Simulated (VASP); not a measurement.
Input of a VASP 6.6.1 run:

INCAR

```
SYSTEM = CO2
ALGO = Normal
EDIFF = 1E-6
ENCUT = 520
GGA = PE
ISIF = 2
ISMEAR = -1
LASPH = .TRUE.
LCHARG = .FALSE.
LREAL = Auto
LWAVE = .FALSE.
NBANDS = 101
NELM = 60
PREC = Accurate
SIGMA = 0.02
```

The input KPOINTS:

```
k-points
0
G
  1 1 1
  0 0 0
```

File POSCAR:

```
CO2
1.0
    8.4061180000      0.0000000000      0.0000000000
    0.0000000000      8.4061180000      0.0000000000
    0.0000000000      0.0000000000      8.4061180000
C O
10 20
Direct
    0.1093251368      0.0909932504      0.9655943445
    0.4771405779      0.7643837500      0.2116196799
    0.4946754257      0.1455725461      0.7544386124
    0.8499285877      0.7197020075      0.6291251205
    1.0616672286      0.5802083673      0.2570508765
    0.4586897305      0.2580144604      0.3566331094
    0.6617561162      0.3420365976      0.1011763099
    0.4349808080      0.6359772727      0.8542825594
    0.1119184860      0.4487208007      0.6822649884
   -0.0656902508      0.0748383499      0.4038725129
    0.0626091616      0.1831523183      1.0610962159
    0.1422059505     -0.0153816542      0.8785268063
    0.5493498902      0.7130758812      0.3185061166
    0.4095707436      0.8192009677      0.1066128265
    0.3702065567      0.1494387778      0.8200812789
    0.6145999854      0.1447636115      0.6786842631
    0.8035932877      0.6446614240      0.7300991968
    0.9151192025      0.7609219856      0.5053462252
    1.0930372379      0.6673472821      0.1355560319
    1.0041020124      0.5073685618      0.3572160181
    0.4757368383      0.1559816315      0.2636532107
    0.4617589237      0.3200050249      0.4871808842
    0.7351669344      0.2503771658      0.0191051327
    0.6013596288      0.4453542051      0.1803924237
    0.4893697662      0.5089150545      0.8940869019
    0.4069060177      0.7484191871      0.7743407837
    0.0827492548      0.3260720347      0.7391164388
    0.1327009685      0.5816121068      0.6311117688
   -0.1911345998      0.1338310978      0.4200155173
    0.0695326904      0.0471085464      0.3872179762
```

Potentials or basis: VASP PAW PBE potentials, release 64 (C, O).

The run is started by

```console
$ cat potpaw_PBE.64/C/POTCAR potpaw_PBE.64/O/POTCAR > POTCAR
$ mpirun -np 1 vasp_gam > vasp.out
```

Q: Estimate the largest force.

A: 9.109 eV/Å.

Q: What does it give for the pressure?

A: -0.1 GPa.

Q: Predict the band gap on the k mesh.

A: 5.17 eV.

Stress tensor (GPa, compression positive):
```
 0.95  0.65  1.37
 0.65 -0.97 -1.01
 1.37 -1.01 -0.28
```

Caveat: the k points lie up to 0.75 Å⁻¹ apart.
